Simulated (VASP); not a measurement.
# Bi (Im-3m) in VASP: settings compared

Aim: see how the results for Bi move with the level of theory and the settings. Levels: r2SCAN+D4, r2SCAN, PBE, LDA, revPBE. Tasks: single point, relaxation of cell and atoms.

Everything below comes from runs of VASP 6.6.1. Logs are shortened: lines on timing, memory, paths and dates and some standing lists are left out, and cuts for length are marked.

**1. The cell of the first run**

Symmetry: Im-3m, No. 229, cubic system. The conventional cell has a = 3.945 Å, b = 3.945 Å, c = 3.945 Å, α = 90.00°, β = 90.00°, γ = 90.00°. Bi (site symmetry m-3m) has 14 Bi at 3.42 to 3.95 Å within 4.5 Å.

**2. Single point, r2SCAN+D4**

POSCAR

```
Bi
1.0
   -1.9726454695      1.9726454695      1.9726454695
    1.9726454695     -1.9726454695      1.9726454695
    1.9726454695      1.9726454695     -1.9726454695
Bi
1
Direct
    0.0000000000      0.0000000000      0.0000000000
```

INCAR.step1

```
PREC = Accurate
ENCUT = 520
ISMEAR = -1
SIGMA = 0.05
LREAL = F
LASPH = T
NELM = 100
NBANDS = 14
GGA = PE
ALGO = Normal
EDIFF = 1E-4
LWAVE = T
LCHARG = F
```

INCAR.step2

```
PREC = Accurate
ENCUT = 520
EDIFF = 1E-7
ISMEAR = -1
SIGMA = 0.05
LREAL = F
LASPH = T
NELM = 100
ALGO = Normal
ISIF = 2
LWAVE = F
LCHARG = F
METAGGA = R2SCAN
LMIXTAU = T
IVDW = 13
VDW_S6 = 1.0
VDW_S8 = 0.6018749
VDW_A1 = 0.51559235
VDW_A2 = 5.77342911
NBANDS = 14
ISTART = 1
```

KPOINTS

```
regular mesh
0
Gamma
  9 9 9
```

Potentials or basis: VASP PAW PBE potentials, release 64 (Bi_d).

Run with:

```
$ cat potpaw_PBE.64/Bi_d/POTCAR > POTCAR
$ cp INCAR.step1 INCAR
$ mpirun -np 1 vasp_std > vasp.out
$ cp INCAR.step2 INCAR
$ mpirun -np 1 vasp_std > vasp.out
```

OUTCAR:

```text
PREC = Accurate
   ENCUT = 520
   EDIFF = 1E-7
   ISMEAR = -1
   LREAL = F
   LASPH = T
   NELM = 100
   ISIF = 2
   METAGGA = R2SCAN
   IVDW = 13
   ISTART = 1

 ion  position               nearest neighbor table
   1  0.000  0.000  0.000-

  LATTYP: Found a body centered cubic cell.
 ALAT       =     3.9452909390

  Lattice vectors:

 A1 = (  -1.9726454695,   1.9726454695,   1.9726454695)
 A2 = (   1.9726454695,  -1.9726454695,   1.9726454695)
 A3 = (   1.9726454695,   1.9726454695,  -1.9726454695)

Analysis of symmetry for initial positions (statically):
=====================================================================
 Subroutine PRICEL returns:
 Original cell was already a primitive cell.

 Routine SETGRP: Setting up the symmetry group for a
 body centered cubic supercell.

 Subroutine GETGRP returns: Found 48 space group operations
[... 9 lines left out ...]

 Routine SETGRP: Setting up the symmetry group for a
 body centered cubic supercell.

 Subroutine GETGRP returns: Found 48 space group operations
[... 11 lines left out ...]
                                     Primitive cell

  volume of cell :      30.7049

  direct lattice vectors                    reciprocal lattice vectors
    -1.972645469  1.972645469  1.972645469     0.000000000  0.253466732  0.253466732
     1.972645469 -1.972645469  1.972645469     0.253466732  0.000000000  0.253466732
     1.972645469  1.972645469 -1.972645469     0.253466732  0.253466732  0.000000000

  length of vectors
     3.416722178  3.416722178  3.416722178     0.358456090  0.358456090  0.358456090

  position of ions in fractional coordinates (direct lattice)
     0.000000000  0.000000000  0.000000000

  ion indices of the primitive-cell ions
   primitive index   ion index
                 1           1

----------------------------------------------------------------------------------------

 KPOINTS: regular mesh

Automatic generation of k-mesh.
 Grid dimensions read from file:
 generate k-points for:    9    9    9

 Generating k-lattice:

  Cartesian coordinates                     Fractional coordinates (reciprocal lattice)
     0.000000000  0.028162970  0.028162970     0.111111111  0.000000000  0.000000000
     0.028162970  0.000000000  0.028162970     0.000000000  0.111111111  0.000000000
     0.028162970  0.028162970  0.000000000     0.000000000  0.000000000  0.111111111

  Length of vectors
     0.039828454  0.039828454  0.039828454

  Shift w.r.t. Gamma in fractional coordinates (k-lattice)
     0.000000000  0.000000000  0.000000000

 Subroutine IBZKPT returns following result:
 ===========================================

 Found     35 irreducible k-points:

 Following reciprocal coordinates:
            Coordinates               Weight
  0.000000  0.000000  0.000000      1.000000
  0.111111  0.000000  0.000000     12.000000
  0.222222  0.000000  0.000000     12.000000
  0.333333  0.000000  0.000000     12.000000
  0.444444  0.000000  0.000000     12.000000
  0.111111  0.111111  0.000000     24.000000
[... 16 lines left out ...]
 -0.333333  0.444444  0.111111     48.000000
 -0.444444 -0.444444  0.111111     24.000000
 [... further k-points ...]
   k-points           NKPTS =     35   k-points in BZ     NKDIM =     35   number of bands    NBANDS=     14
   number of dos      NEDOS =    301   number of ions     NIONS =      1
   total plane-waves  NPLWV =  21952
   dimension x,y,z NGX =    28 NGY =   28 NGZ =   28
   dimension x,y,z NGXF=    56 NGYF=   56 NGZF=   56
   ions per type =               1
   NGX,Y,Z   is equivalent  to a cutoff of  13.62, 13.62, 13.62 a.u.
   NGXF,Y,Z  is equivalent  to a cutoff of  27.25, 27.25, 27.25 a.u.
 SYSTEM =  unknown system
   PREC   = accura    normal or accurate (medium, high low for compatibility)
   ISTART =      1    job   : 0-new  1-cont  2-samecut
   ICHARG =      0    charge: 1-file 2-atom 10-const
   ISPIN  =      1    spin polarized calculation?
   LNONCOLLINEAR =      F non collinear calculations
   LSORBIT =      F    spin-orbit coupling
   LASPH  =      T    aspherical Exc in radial PAW
   ENCUT  =  520.0 eV  38.22 Ry    6.18 a.u.   6.35  6.35  6.35*2*pi/ulx,y,z
   NELM   =    100;   NELMIN=  2; NELMDL=  0     # of ELM steps
   EDIFF  = 0.1E-06   stopping-criterion for ELM
   LREAL  =      F    real-space projection
   EDIFFG = 0.1E-05   stopping-criterion for IOM
   NSW    =      0    number of steps for IOM
   IBRION =     -1    ionic relax: 0-MD 1-quasi-New 2-CG
[... 8 lines left out ...]
   EMIN   =  10.00;   EMAX   =-10.00  energy-range for DOS
   EFERMI =   0.00;   METHOD = LEGACY
   ISMEAR =    -1;   SIGMA  =   0.05  broadening in eV -4-tet -1-fermi 0-gaus
   EFERMI_NEDOS =   21; number of points for ismear=-14 and -15
   IALGO  =     38    algorithm
   IMIX   =      4    mixing-type and parameters
     AMIX     =   0.40;   BMIX     =  1.00
     AMIX_MAG =   1.60;   BMIX_MAG =  1.00
  volume/ion in A,a.u.               =      30.70       207.21
  Fermi-wavevector in a.u.,A,eV,Ry     =   1.289346  2.436511 22.618511  1.662414
  Thomas-Fermi vector in A             =   2.421245
   LORBIT       =      0    0 simple, 1 ext, 2 COOP (PROOUT), +10 PAW based schemes
   METAGGA = R2SCAN    functional components
   LHFCALC =     F    Hartree Fock is set to
   AEXX    =    0.0000 exact exchange contribution
   IVDW    =    13    specifies the selected vdW correction
   LEPSILON=     F    determine dielectric tensor
   LRPA    =     F    only Hartree local field effects (RPA)
 non-spin polarized calculation
  energy-cutoff  :      520.00
  volume of cell :       30.70
 maximum number of plane-waves:       839
 NGX is ok and might be reduce to    28
   NGX = 13   NGY = 13   NGZ = 13

 number of electron      14.9999993 magnetization

 Free energy of the ion-electron system (eV)
  ---------------------------------------------------
  ext. energy  EPLUGINS =         0.00000000
  ---------------------------------------------------
  free energy    TOTEN  =       -58.28694464 eV

  energy without entropy =      -58.28299961  energy(sigma->0) =      -58.28497212

 E-fermi :   8.1179     XC(G=0): -11.1335

 val. band max:        8.0781590694   @ k =   0.2222   0.0000   0.0000
 cond. band min:       8.1320177397   @ k =  -0.2222   0.2222   0.1111
 fundamental gap:      0.0538586703
 Fermi energy:         8.1178831852

 k-point     1 :       0.0000    0.0000    0.0000
  band No.  band energies     occupation
      1     -15.7505      2.00000
      2     -15.7505      2.00000
      3     -15.7504      2.00000
      4     -15.6012      2.00000
      5     -15.6012      2.00000
      6      -6.2163      2.00000
      7      13.4503      0.00000
      8      13.4503      0.00000
      9      13.4503      0.00000
     10      18.3097      0.00000
     11      19.2863      0.00000
     12      19.2863      0.00000
     13      19.2863      0.00000
     14      20.2584      0.00000

 k-point     2 :       0.1111    0.0000    0.0000
  band No.  band energies     occupation
      1     -15.7559      2.00000
      2     -15.7414      2.00000
      3     -15.7225      2.00000
      4     -15.6075      2.00000
      5     -15.6026      2.00000
      6      -5.9747      2.00000
      7      11.3888      0.00000
      8      12.7451      0.00000
      9      13.2485      0.00000
     10      17.5497      0.00000
     11      18.1999      0.00000
     12      19.0244      0.00000
     13      19.7544      0.00000
     14      21.2718      0.00000

 k-point     3 :       0.2222    0.0000    0.0000
  band No.  band energies     occupation
      1     -15.7695      2.00000
      2     -15.7234      2.00000
      3     -15.6508      2.00000
      4     -15.6192      2.00000
      5     -15.6057      2.00000
      6      -5.2656      2.00000
      7       8.0782      1.37759
      8      11.4231      0.00000
      9      12.7257      0.00000
     10      16.0522      0.00000
     11      17.1316      0.00000
     12      19.1933      0.00000
     13      20.8153      0.00000
     14      23.4939      0.00000

 k-point     4 :       0.3333    0.0000    0.0000
  band No.  band energies     occupation
      1     -15.7849      2.00000
      2     -15.7170      2.00000
      3     -15.6199      2.00000
      4     -15.6091      2.00000
      5     -15.5678      2.00000
      6      -4.1769      2.00000
      7       5.0458      2.00000
      8      10.2956      0.00000
      9      12.1561      0.00000
     10      15.1199      0.00000
     11      16.4236      0.00000
     12      20.0720      0.00000
     13      21.6406      0.00000
     14      25.9983      0.00000

 k-point     5 :       0.4444    0.0000    0.0000
  band No.  band energies     occupation
      1     -15.7949      2.00000
      2     -15.7225      2.00000
      3     -15.6116      2.00000
      4     -15.6112      2.00000
      5     -15.5128      2.00000
      6      -3.0900      2.00000
      7       2.9482      2.00000
      8       9.6755      0.00000
      9      11.8086      0.00000
     10      14.6756      0.00000
     11      16.0734      0.00000
     12      21.1512      0.00000
     13      22.4810      0.00000
     14      25.7456      0.00000

 k-point     6 :       0.1111    0.1111    0.0000
  band No.  band energies     occupation
      1     -15.7563      2.00000
      2     -15.7369      2.00000
      3     -15.6720      2.00000
      4     -15.6171      2.00000
      5     -15.6048      2.00000
      6      -5.4988      2.00000
      7       9.1797      0.00000
      8      11.4968      0.00000
      9      12.5129      0.00000
     10      17.2168      0.00000
     11      17.4912      0.00000
     12      19.2703      0.00000
     13      20.3386      0.00000
     14      21.9020      0.00000

 k-point     7 :       0.2222    0.1111    0.0000
  band No.  band energies     occupation
      1     -15.7674      2.00000
      2     -15.7187      2.00000
      3     -15.6253      2.00000
      4     -15.6111      2.00000
      5     -15.5991      2.00000
      6      -4.5923      2.00000
      7       6.4273      2.00000
      8       9.8487      0.00000
      9      11.7921      0.00000
     10      16.3094      0.00000
     11      17.7465      0.00000
     12      19.0823      0.00000
     13      22.2750      0.00000
     14      22.9449      0.00000
[... 205 lines left out ...]
 k-point    20 :      -0.3333    0.3333    0.1111
  band No.  band energies     occupation
      1     -15.7551      2.00000
      2     -15.7036      2.00000
      3     -15.6351      2.00000
      4     -15.6164      2.00000
      5     -15.5710      2.00000
      6      -3.9558      2.00000
      7       5.2403      2.00000
      8       9.6079      0.00000
      9      10.9458      0.00000
     10      16.0552      0.00000
     11      17.4795      0.00000
     12      17.8452      0.00000
     13      22.7477      0.00000
     14      24.7469      0.00000

 k-point    21 :      -0.2222    0.3333    0.1111
  band No.  band energies     occupation
      1     -15.7309      2.00000
      2     -15.6906      2.00000
      3     -15.6454      2.00000
      4     -15.6242      2.00000
      5     -15.5970      2.00000
      6      -4.1468      2.00000
      7       6.3571      2.00000
      8       8.7653      0.00000
      9      11.0211      0.00000
     10      15.5764      0.00000
     11      17.1998      0.00000
     12      20.4116      0.00000
     13      21.6516      0.00000
     14      22.7807      0.00000

 k-point    22 :      -0.4444    0.4444    0.1111
  band No.  band energies     occupation
      1     -15.7645      2.00000
      2     -15.7124      2.00000
      3     -15.6294      2.00000
      4     -15.6157      2.00000
      5     -15.5155      2.00000
      6      -2.8914      2.00000
      7       3.2044      2.00000
      8       9.0058      0.00000
      9      10.6540      0.00000
     10      16.0136      0.00000
     11      17.1131      0.00000
     12      18.6645      0.00000
     13      20.7622      0.00000
     14      27.2600      0.00000

 k-point    23 :      -0.3333    0.4444    0.1111
  band No.  band energies     occupation
      1     -15.7356      2.00000
      2     -15.6943      2.00000
      3     -15.6420      2.00000
      4     -15.6204      2.00000
      5     -15.5429      2.00000
      6      -3.0469      2.00000
      7       4.3572      2.00000
      8       7.4810      1.99999
      9      10.9041      0.00000
     10      15.8874      0.00000
     11      16.8636      0.00000
     12      20.1678      0.00000
     13      20.4865      0.00000
     14      24.3087      0.00000

 k-point    24 :      -0.4444   -0.4444    0.1111
  band No.  band energies     occupation
      1     -15.7385      2.00000
      2     -15.6986      2.00000
      3     -15.6494      2.00000
      4     -15.6072      2.00000
      5     -15.5205      2.00000
      6      -2.4244      2.00000
      7       3.3578      2.00000
      8       7.0918      2.00000
      9      10.8351      0.00000
     10      16.0020      0.00000
     11      17.5308      0.00000
     12      18.6745      0.00000
     13      20.1873      0.00000
     14      26.8634      0.00000

 [... further k-points ...]

------------------------ aborting loop because EDIFF is reached ----------------------------------------

  DFT-D4 for vdW energy calculation

  Edisp (eV):   -0.17869

  FORCE on cell =-STRESS in cart. coord.  units (eV):
  Direction    XX          YY          ZZ          XY          YZ          ZX
  --------------------------------------------------------------------------------------
  -------------------------------------------------------------------------------------
  Total      -0.00664    -0.00664    -0.00664     0.00000    -0.00000     0.00000
  in kB      -0.34640    -0.34640    -0.34640     0.00000    -0.00000     0.00000
  external pressure =       -0.35 kB  Pullay stress =        0.00 kB

 VOLUME and BASIS-vectors are now :
 -----------------------------------------------------------------------------
  energy-cutoff  :      520.00
  volume of cell :       30.70
      direct lattice vectors                 reciprocal lattice vectors
    -1.972645469  1.972645469  1.972645469     0.000000000  0.253466732  0.253466732
     1.972645469 -1.972645469  1.972645469     0.253466732  0.000000000  0.253466732
     1.972645469  1.972645469 -1.972645469     0.253466732  0.253466732  0.000000000

 POSITION                                       TOTAL-FORCE (eV/Angst)
 -----------------------------------------------------------------------------------
      0.00000      0.00000      0.00000         0.000000      0.000000      0.000000
 -----------------------------------------------------------------------------------
    total drift:                                0.000000      0.000000      0.000000

  FREE ENERGIE OF THE ION-ELECTRON SYSTEM (eV)
  ---------------------------------------------------
  free  energy   TOTEN  =       -58.4656339517 eV

  energy  without entropy=      -58.4616889211  energy(sigma->0) =      -58.46366144
```

It took 47 s on 1 thread of AMD EPYC 9R45 (Zen 5), shared host; peak memory 0.14 GiB.

What came out:

- Free energy: -58.4656 eV
- Pressure: 0.0 GPa
- Dispersion energy per atom: -0.179 eV

Caveat: the PAW data sets were made with another functional, which shifts forces and pressure a little; spin-orbit coupling is left out, which moves the levels of the heavy elements; pairwise dispersion overbinds metals, which lowers pressure and volume.

**3. Single point, r2SCAN**

This run uses another cell than the first one, of 31.17 Å³/atom, 1.015 times its volume.

POSCAR

```
Bi
1.0
   -1.9826301978      1.9826301978      1.9826301978
    1.9826301978     -1.9826301978      1.9826301978
    1.9826301978      1.9826301978     -1.9826301978
Bi
1
Direct
    0.0000000000      0.0000000000      0.0000000000
```

INCAR.step1

```
SYSTEM = Bi
ALGO = Normal
EDIFF = 1E-4
ENCUT = 520
GGA = PE
ISMEAR = -1
LASPH = .True.
LCHARG = .False.
LREAL = .False.
LWAVE = .True.
NBANDS = 14
NELM = 60
PREC = Accurate
SIGMA = 0.05
```

INCAR.step2

```
SYSTEM = Bi
ALGO = Normal
EDIFF = 1E-6
ENCUT = 520
ISIF = 2
ISMEAR = -1
ISTART = 1
LASPH = .True.
LCHARG = .False.
LMIXTAU = .True.
LREAL = .False.
LWAVE = .False.
METAGGA = R2SCAN
NBANDS = 14
NELM = 60
PREC = Accurate
SIGMA = 0.05
```

KPOINTS

```
k-points
0
Gamma
  9 9 9
  0 0 0
```

Potentials or basis: VASP PAW PBE potentials, release 64 (Bi_d).

Run with:

```
$ cat potpaw_PBE.64/Bi_d/POTCAR > POTCAR
$ cp INCAR.step1 INCAR
$ mpirun -np 1 vasp_std > vasp.out
$ cp INCAR.step2 INCAR
$ mpirun -np 1 vasp_std > vasp.out
```

Run time: 37 s. Hardware: 1 thread of AMD EPYC 9R45 (Zen 5), shared host; peak memory 0.14 GiB.

It converged, with:

| Item | Value |
| --- | --- |
| Free energy | -58.2883 eV |
| Pressure | -0.1 GPa |

Levels at points of the mesh, in eV from the Fermi level:
| k point | band 4 | band 5 | band 6 | band 7 | band 8 | band 9 | band 10 | band 11 |
| --- | --- | --- | --- | --- | --- | --- | --- | --- |
| (0.00, 0.00, 0.00) | -23.69 | -23.69 | -14.20 | 5.24 | 5.24 | 5.24 | 10.01 | 11.19 |

Caveat: the PAW data sets were made with another functional, which shifts forces and pressure a little; spin-orbit coupling is left out, which moves the levels of the heavy elements.

**4. Single point, PBE**

This run uses another cell than the first one, of 31.12 Å³/atom, 1.013 times its volume.

INCAR

```
ALGO = Normal
EDIFF = 1E-6
ENCUT = 520
GGA = PE
ISIF = 2
ISMEAR = -1
LASPH = True
LCHARG = False
LREAL = False
LWAVE = False
NBANDS = 14
NELM = 80
PREC = Accurate
SIGMA = 0.05
```

KPOINTS

```
k-points
0
Gamma
  13 13 13
```

POSCAR

```
Bi
1.0
   -1.9814305318      1.9814305318      1.9814305318
    1.9814305318     -1.9814305318      1.9814305318
    1.9814305318      1.9814305318     -1.9814305318
Bi
1
Direct
    0.0000000000      0.0000000000      0.0000000000
```

Run with:

```
$ cat potpaw_PBE.64/Bi_d/POTCAR > POTCAR
$ mpirun -np 1 vasp_std > vasp.out
```

Run time: 17 s. Hardware: 1 thread of AMD EPYC 9R45 (Zen 5), shared host; peak memory 0.14 GiB.

It converged, with:

* Free energy: -3.7598 eV
* Pressure: 1.0 GPa

Levels at points of the mesh, in eV from the Fermi level:
| k point | band 3 | band 4 | band 5 | band 6 | band 7 | band 8 | band 9 | band 10 | band 11 | band 12 |
| --- | --- | --- | --- | --- | --- | --- | --- | --- | --- | --- |
| (0.00, 0.00, 0.00) | -23.01 | -22.88 | -22.88 | -13.49 | 5.15 | 5.15 | 5.15 | 9.16 | 10.50 | 10.50 |

Caveat: spin-orbit coupling is left out, which moves the levels of the heavy elements.

(Part 1 of 2 ends here.)
